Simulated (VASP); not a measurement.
Crystal: Ge.

```xyz
2
Lattice="0.0000 2.8805 2.8805 2.8805 0.0000 2.8805 2.8805 2.8805 0.0000" Properties=species:S:1:pos:R:3 pbc="T T T"
Ge    0.0000    0.0000    0.0000
Ge    1.4403    1.4403    1.4403
```

```yaml
Program: VASP 6.6.1
Task: relaxation of cell and atoms
Functional: PBEsol
Potentials_or_basis: VASP PAW PBE potentials, release 64 (Ge_d)
Cutoff: 600 eV
k_mesh: 14 × 14 × 14
Occupations: gaussian, width 0.1 eV
Spin: no spin polarisation
```

At the start: pressure -2.8 GPa; volume 23.90 Å³/atom.

**Question.** How do energy, volume and symmetry change on relaxing?

**Answer.** Over 6 steps the energy falls by 9.5 meV/atom and the volume is 22.86 Å³/atom (-4.4 %); space group Fd-3m (No. 227, to 0.05 Å).

Step by step:
| step | energy change (eV) | largest force (eV/Å) | pressure (GPa) | volume (Å³) |
| --- | --- | --- | --- | --- |
| 1 | 0.0000 | 0.0000 | -2.76 | 47.80 |
| 2 | -0.0171 | 0.0000 | 1.03 | 45.01 |
| 3 | -0.0191 | 0.0000 | 0.12 | 45.67 |
| 4 | -0.0191 | 0.0000 | -0.11 | 45.75 |
| 5 | -0.0191 | 0.0000 | -0.06 | 45.71 |
| 6 | -0.0191 | 0.0000 | -0.02 | 45.71 |

Final structure:
```
Ge
1.0
     0.00000    2.83794    2.83794
     2.83794    0.00000    2.83794
     2.83794    2.83794    0.00000
Ge
2
Direct
  0.00000 0.00000 0.00000
  0.25000 0.25000 0.25000
```

Caveat: the PAW data sets were made with another functional, which shifts forces and pressure a little.
